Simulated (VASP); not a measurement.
# Zr3TiC4: single point with PBE

Zr3TiC4:

```
Zr Ti C
1.0
     4.63134    0.00000    0.00000
     0.00000    4.63134    0.00000
     0.00000    0.00000    4.63134
Zr Ti C
3 1 4
Direct
  0.50000 0.00000 0.50000
  0.00000 0.50000 0.50000
  0.50000 0.50000 0.00000
  0.00000 0.00000 0.00000
  0.50000 0.50000 0.50000
  0.00000 0.50000 0.00000
  0.50000 0.00000 0.00000
  0.00000 0.00000 0.50000
```

* Program: VASP 6.6.1
* Task: single point
* Functional: PBE
* Potentials or basis: VASP PAW PBE potentials, release 64 (Zr_sv, Ti_sv, C)
* Cutoff: 520 eV
* k mesh: 8 × 8 × 8
* Occupations: gaussian, width 0.1 eV
* Spin: no spin polarisation

```
Pressure               : 0.3 GPa
Band gap on the k mesh : zero (bands 32 and 33 overlap by 0.72 eV)
```

Levels at points of the mesh, in eV from the Fermi level:
| k point | band 29 | band 30 | band 31 | band 32 | band 33 | band 34 | band 35 | band 36 |
| --- | --- | --- | --- | --- | --- | --- | --- | --- |
| (0.00, 0.00, 0.00) | -0.10 | 0.24 | 0.24 | 0.24 | 0.90 | 0.90 | 0.90 | 1.07 |
| (0.50, 0.00, 0.00) | -0.62 | -0.54 | -0.38 | -0.38 | -0.33 | -0.33 | 2.13 | 2.41 |
| (0.50, 0.50, 0.00) | -2.22 | -2.19 | -2.05 | -2.05 | 2.02 | 2.02 | 2.61 | 3.01 |
| (0.50, 0.50, 0.50) | -2.96 | -2.96 | -2.54 | -2.54 | 2.52 | 2.52 | 2.52 | 4.27 |

Wall time 120 s on 1 thread of Intel(R) Xeon(R) 6975P-C (Granite Rapids), with other jobs on the host, peak memory 0.27 GiB.
